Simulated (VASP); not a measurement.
Runs of VASP 6.6.1 on KI. The structure is that of space group Fm-3m (No. 225), or close to it. The cells are those of the table. 

```csv
level,cell,k mesh,smearing,gap on the mesh (eV),pressure (GPa)
PBE,"a = 4.975, b = 4.975, c = 4.910 Å, angles 60.4, 60.4, 59.1°, 2 atoms",4 × 4 × 4,gaussian 0.01 eV,4.02,1.0
r2SCAN,"a = 5.273 Å, angles 60.0°, 2 atoms",6 × 6 × 6,gaussian 0.01 eV,4.24,-1.3
PBE,"a = 5.013, b = 5.013, c = 5.055 Å, angles 59.7, 59.7, 59.4°, 2 atoms",4 × 4 × 4,gaussian 0.01 eV,3.92,0.5
PBE,"a = 5.013 Å, angles 60.0°, 2 atoms",6 × 6 × 6,fermi-dirac 0.02 eV,3.94,0.5
PBE,"a = 5.013 Å, angles 60.0°, 2 atoms",4 × 4 × 4,gaussian 0.01 eV,3.94,0.5
r2SCAN,"a = 5.013 Å, angles 60.0°, 2 atoms",6 × 6 × 6,gaussian 0.01 eV,4.58,(a)
PBE,"a = 5.273 Å, angles 60.0°, 2 atoms",6 × 6 × 6,fermi-dirac 0.02 eV,3.62,-0.9
PBE,"a = 5.013, b = 5.013, c = 5.055 Å, angles 59.7, 59.7, 59.4°, 2 atoms",6 × 6 × 6,fermi-dirac 0.02 eV,3.92,0.5
PBE,"a = 4.975, b = 4.975, c = 4.910 Å, angles 60.4, 60.4, 59.1°, 2 atoms",6 × 6 × 6,fermi-dirac 0.02 eV,4.02,1.0
PBE,"a = 5.273 Å, angles 60.0°, 2 atoms",4 × 4 × 4,gaussian 0.01 eV,3.62,-0.9
```

Alike in all rows: task single point; potentials or basis VASP PAW PBE potentials, release 64 (K_sv, I); no spin polarisation; cutoff (eV) 520.

Q: Estimate the missing entries.

A: (a) 0.0.

Caveats: spin-orbit coupling is left out, which moves the levels of the heavy elements; the PAW data sets were made with another functional, which shifts forces and pressure a little (some runs).

A k mesh can miss the band edges, and the runs leave out spin-orbit coupling on I.
